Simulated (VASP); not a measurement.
W, 1 atom in the cell. Symmetry: Im-3m, No. 229, cubic system. Conventional cell: a = 3.138 Å, b = 3.138 Å, c = 3.138 Å, α = 90.00°, β = 90.00°, γ = 90.00°. Within 3.6 Å of W (site symmetry m-3m) lie 14 W at 2.72 to 3.14 Å. 

| Item | Value |
| --- | --- |
| Program | VASP 6.6.1 |
| Task | relaxation of cell and atoms |
| Functional | LDA |
| Potentials or basis | VASP PAW LDA potentials, release 64 (W_sv) |
| Cutoff | 600 eV |
| k mesh | 16 × 16 × 16 |
| Occupations | gaussian, width 0.1 eV |
| Spin | no spin polarisation |
| Dipole correction | no |
| Further INCAR settings | ALGO = Normal; EDIFF = 1e-06; IBRION = 2; EDIFFG = -0.002; NSW = 100; ISIF = 3 |

Potentials or basis: VASP PAW LDA potentials, release 64 (W_sv).

The run is started by

```bash
$ cat potpaw_LDA.64/W_sv/POTCAR > POTCAR
$ mpirun -np 1 vasp_std > vasp.out
```

Hardware: 1 thread of AMD EPYC 9R45 96-Core Processor (Zen 5), with other jobs on the host.

How long does it take, and how much memory?

Wall time 28 s on 1 thread of AMD EPYC 9R45 96-Core Processor (Zen 5), with other jobs on the host, peak memory 0.13 GiB. Counts: scf iterations 23, k points 145, ion steps 3.
